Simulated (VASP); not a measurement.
CoCl2O2: single point with PBE

Crystal: CoCl2O2.

```
Co Cl O
1.0
     3.58087   -3.92695    0.00000
     3.58087    3.92695    0.00000
    -0.42040    0.00000    3.45761
Co Cl O
1 2 2
Direct
  0.00000 0.00000 0.00000
  0.76552 0.76552 0.42794
  0.23448 0.23448 0.57206
  0.79184 0.20816 0.00000
  0.20816 0.79184 0.00000
```

- Program: VASP 6.6.1
- Task: single point
- Functional: PBE
- Potentials or basis: VASP PAW PBE potentials, release 64 (Co_sv, Cl, O)
- Cutoff: 700 eV
- k mesh: 4 × 4 × 7
- Occupations: fermi-dirac, width 0.005 eV
- Spin: collinear spin, ferromagnetic start
- Starting moments: [2.0, 0.0, 0.0, 0.0, 0.0] μB
- Dipole correction: no
- Further INCAR settings: ALGO = Normal; EDIFF = 1e-06; NBANDS = 34

- Pressure: -1.4 GPa
- Largest force: 0.631 eV/Å
- Band gap on the k mesh: zero (filled and empty bands overlap)
- Net moment: 1.00 μB per cell
- Site moments: Co +0.84; Cl +0.06; O -0.01 μB
- Valence electrons inside the program's atomic spheres: Co 14.96; Cl 5.02; O 4.81

Forces on the atoms (eV/Å):
```
Co   0.000  0.000  0.000
Cl   0.232  0.000  0.101
Cl  -0.232  0.000 -0.101
O    0.000 -0.631  0.000
O    0.000  0.631  0.000
```

Stress tensor (GPa, compression positive):
```
-0.77  0.00 -0.21
 0.00 -2.73  0.00
-0.21  0.00 -0.82
```

Levels at points of the mesh, in eV from the Fermi level:
Spin up:
```csv
k point,band 20,band 21,band 22,band 23,band 24,band 25
"(0.00, 0.00, 0.00)",-0.66,-0.62,0.16,0.21,0.33,1.95
"(0.50, 0.00, 0.00)",-0.79,-0.69,0.05,0.15,0.30,1.80
"(0.50, 0.50, 0.00)",-0.80,-0.79,0.11,0.17,0.17,1.23
```
Spin down:
```
           k point  band 19  band 20  band 21  band 22  band 23  band 24
(0.00, 0.00, 0.00)    -0.68    -0.65    -0.53     0.53     0.65     1.00
(0.50, 0.00, 0.00)    -0.97    -0.76    -0.63     0.48     0.58     1.02
(0.50, 0.50, 0.00)    -1.13    -0.76    -0.74     0.55     0.59     0.97
```

Run time: 6.7 min on 1 thread of Intel(R) Xeon(R) Platinum 8488C (Sapphire Rapids), with other jobs on the host, peak memory 0.46 GiB.

Caveat: a cell with one magnetic atom can't hold antiferromagnetic order, which such compounds often take; semilocal functionals often make such compounds metallic where correlation or magnetic order opens a gap, which also shifts bond lengths. With open d or f shells a metallic result of PBE can be an artefact of self-interaction; +U or a hybrid may open a gap.
